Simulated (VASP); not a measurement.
Write the native input for VASP 6.6.1 that does the following.

```yaml
Task: single point
Functional: PBE
Potentials_or_basis: VASP PAW PBE potentials, release 64 (F)
Cutoff: 520 eV
k_mesh: 54 × 54 × 54
Occupations: fermi-dirac, width 0.0612256 eV
Spin: no spin polarisation
Dipole_correction: no
Further_INCAR_settings: ALGO = Normal; EDIFF = 1e-07; NBANDS = 10
```

The structure of F lies in POSCAR:

```
F
1.0
    0.0000000000      1.7181481331      1.7181481331
    1.7181481331      0.0000000000      1.7181481331
    1.7181481331      1.7181481331      0.0000000000
F
1
Direct
    0.0000000000      0.0000000000      0.0000000000
```

The input as run:

INCAR

```
ALGO = Normal
EDIFF = 1E-7
ENCUT = 520
GGA = PE
ISIF = 2
ISMEAR = -1
LASPH = T
LCHARG = T
LELF = T
LREAL = F
LVHAR = T
LWAVE = F
NBANDS = 10
NELM = 100
PREC = Accurate
SIGMA = 0.06122561905347299
```

KPOINTS

```
k-points
0
Gamma
  54 54 54
```

Potentials or basis: VASP PAW PBE potentials, release 64 (F).

The run is started by

```console
$ cat potpaw_PBE.64/F/POTCAR > POTCAR
$ mpirun -np 1 vasp_std > vasp.out
```

Results of the run:

```
Pressure               : -0.6 GPa
Band gap on the k mesh : zero (an odd number of electrons rules out a gap without spin polarisation)
```

Caveat: an odd number of electrons without spin polarisation forces a metal; a magnetic or distorted state may lie lower.

It took 3.8 min on 1 thread of Oxide Virtual Turin-like Processor, on a shared host, peak memory 0.37 GiB.
